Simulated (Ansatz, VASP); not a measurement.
Two plane-wave programs on Al

The input INCAR:

```
PREC     = Accurate       # precision mode
ENCUT    = 500            # plane-wave cutoff, eV
EDIFF    = 1E-7           # SCF threshold, eV
ISMEAR   = 0              # smearing method
SIGMA    = 0.1            # smearing width, eV
LREAL    = False          # projectors in reciprocal space
LASPH    = True           # aspherical terms in the spheres
NELM     = 120            # most SCF steps
ALGO     = Normal         # electronic algorithm
ISIF     = 3              # what is computed and relaxed
LWAVE    = False          # write WAVECAR
LCHARG   = False          # write CHGCAR
GGA      = PE             # functional
IBRION   = 2              # ionic algorithm
NSW      = 100            # ionic steps
EDIFFG   = -0.01          # ionic threshold
GGA_COMPAT= False        
NELMIN   = 4
```

KPOINTS

```
regular mesh
0
Gamma
  18 18 18
```

File POSCAR:

```
Al
1.0
    1.4365075757      0.8293680355      6.9492897620
   -1.4365075757      0.8293680355      6.9492897620
    0.0000000000     -1.6587360711      6.9492897620
Al
3
Direct
    0.0000000000      0.0000000000      0.0000000000
    0.2224402324      0.2224402324      0.2224402324
    0.7775597676      0.7775597676      0.7775597676
```

Input for Ansatz:

```yaml
crystal:
  lattice:
    - [1.4365075757, 0.8293680355, 6.949289762]
    - [-1.4365075757, 0.8293680355, 6.949289762]
    - [0.0, -1.6587360711, 6.949289762]
  atoms:
    - { symbol: Al, position: [0.0, 0.0, 0.0] }
    - { symbol: Al, position: [0.2224402324, 0.2224402324, 0.2224402324] }
    - { symbol: Al, position: [0.7775597676, 0.7775597676, 0.7775597676] }
basis:
  ecutwfc: 420
kpoints:
  mp_grid: { grid: [18, 18, 18] }
hamiltonian:
  xc: pbe
scf:
  occupations: { method: gaussian, width: 0.1 }
output:
  forces: true
  stress: true
  eigenvalues: true
relax:
  adjacent_minimum: "off"
  f_tol: 0.01
  max_steps: 80
  cell: { stress_tol: 0.05 }
```

Alike in both runs: task relaxation of cell and atoms; functional PBE; k mesh 18 × 18 × 18; occupations gaussian, width 0.1 eV; no spin polarisation.

|  | VASP | Ansatz |
| --- | --- | --- |
| version | VASP 6.6.1 | Ansatz 0.2.0 |
| potentials or method | VASP PAW PBE potentials, release 64 (Al), cutoff 500 eV | scalar-relativistic, plane waves, PAW |
| valence electrons in the cell | 9 | 9 |

```tsv
	VASP	Ansatz	Ansatz less VASP
gap on the k mesh at the Fermi level, each at its own relaxed structure (eV)	none	none	-
relaxed volume (Å³/atom)	16.60	16.62	+0.020
relaxed length of the cell vector where the two differ most in proportion (Å)	7.225	7.229	+0.0037
```

A gap of «none» marks a metal or a gap that the smearing closes.
